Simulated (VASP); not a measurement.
Mn3Si, 4 atoms in the cell. Symmetry: Fm-3m, No. 225, cubic system. Conventional cell: a = 5.722 Å, b = 5.722 Å, c = 5.722 Å, α = 90.00°, β = 90.00°, γ = 90.00°. Mn (site symmetry m-3m) has 8 Mn at 2.48 Å and 6 Si at 2.86 Å within 3.3 Å. Mn (site symmetry -43m) has 10 Mn at 2.48 to 2.86 Å and 4 Si at 2.48 Å within 3.3 Å. Within 3.3 Å of Si (site symmetry m-3m) lie 14 Mn at 2.48 to 2.86 Å. 

| Item | Value |
| --- | --- |
| Program | VASP 6.6.1 |
| Task | single point |
| Functional | LDA |
| Potentials or basis | VASP PAW LDA potentials, release 64 (Mn_sv, Si) |
| Cutoff | 680 eV |
| k mesh | 10 × 10 × 10 |
| Occupations | fermi-dirac, width 0.05 eV |
| Spin | collinear spin, ferrimagnetic start |
| Starting moments | [1.451, -0.41, -0.411, 0.0] μB |
| Fixed moment | 0.63 μB |
| Hubbard terms | Mn d U = 8.0 eV |
| Dipole correction | no |
| Further INCAR settings | ALGO = Normal; EDIFF = 1e-06; NBANDS = 36 |

Potentials or basis: VASP PAW LDA potentials, release 64 (Mn_sv, Si).

Command:

```sh
$ cat potpaw_LDA.64/Mn_sv/POTCAR potpaw_LDA.64/Si/POTCAR > POTCAR
$ mpirun -np 1 vasp_std > vasp.out
```

Hardware: 1 thread of Intel(R) Xeon(R) Platinum 8488C (Sapphire Rapids) (shared host).

Estimate the wall time of this run.

Run time: 17 min on 1 thread of Intel(R) Xeon(R) Platinum 8488C (Sapphire Rapids), with other jobs on the host, peak memory 0.33 GiB. Counts: scf iterations 97, k points 47.
